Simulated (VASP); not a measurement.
GaGe3: single point with PBEsol

The system is GaGe3.

```
Ge Ga
1.0
     4.27847    0.00000    0.00000
     0.00000    4.27847    0.00000
     0.00000    0.00000    4.27847
Ge Ga
3 1
Direct
  0.50060 0.49937 0.99202
  0.51509 0.99312 0.49466
  0.01245 0.49265 0.49997
  0.00368 0.00652 0.00590
```

This cell differs from its parent crystal: atoms moved at random.

* Program: VASP 6.6.1
* Task: single point
* Functional: PBEsol
* Potentials or basis: VASP PAW PBE potentials, release 64 (Ge_d, Ga_d)
* Cutoff: 520 eV
* k mesh: 6 × 6 × 6
* Occupations: fermi-dirac, width 0.05 eV
* Spin: no spin polarisation
* Dipole correction: no
* Further INCAR settings: ALGO = Normal; EDIFF = 1e-06; NBANDS = 36

```
Pressure      : -3.4 GPa
Largest force : 0.109 eV/Å
```

Forces on the atoms (eV/Å):
```
Ge  -0.070  0.078 -0.032
Ge   0.043 -0.041  0.014
Ge   0.017  0.024  0.057
Ga   0.010 -0.061 -0.039
```

Stress tensor (GPa, compression positive):
```
-3.44  0.02 -0.03
 0.02 -3.50  0.01
-0.03  0.01 -3.40
```

Levels at points of the mesh, in eV from the Fermi level:
| k point | band 25 | band 26 | band 27 | band 28 | band 29 | band 30 | band 31 | band 32 |
| --- | --- | --- | --- | --- | --- | --- | --- | --- |
| (0.00, 0.00, 0.00) | -3.77 | -3.76 | -3.28 | 2.59 | 2.61 | 2.61 | 3.52 | 3.53 |
| (0.50, 0.00, 0.00) | -1.92 | -1.91 | -1.33 | -1.32 | -0.03 | 0.22 | 4.39 | 4.52 |
| (0.00, 0.50, 0.00) | -1.93 | -1.92 | -1.33 | -1.31 | -0.03 | 0.21 | 4.38 | 4.53 |
| (0.00, 0.00, 0.50) | -1.93 | -1.92 | -1.34 | -1.31 | 0.00 | 0.23 | 4.38 | 4.47 |
| (0.50, 0.50, 0.00) | -0.75 | -0.18 | -0.18 | -0.03 | 0.24 | 0.30 | 0.67 | 1.62 |
| (0.00, 0.50, 0.50) | -0.74 | -0.20 | -0.19 | 0.02 | 0.24 | 0.29 | 0.68 | 1.60 |
| (0.50, 0.00, 0.50) | -0.74 | -0.19 | -0.17 | 0.04 | 0.24 | 0.25 | 0.66 | 1.61 |
| (0.50, 0.50, 0.50) | -5.28 | -4.88 | -4.88 | -4.81 | 6.60 | 6.61 | 6.67 | 6.68 |

Run time: 120 s on 1 thread of Intel(R) Xeon(R) Platinum 8375C CPU @ 2.90GHz (Ice Lake), with other jobs on the host, peak memory 0.36 GiB.

Caveat: the cell differs from its parent crystal (atoms moved at random); the PAW data sets were made with another functional, which shifts forces and pressure a little.
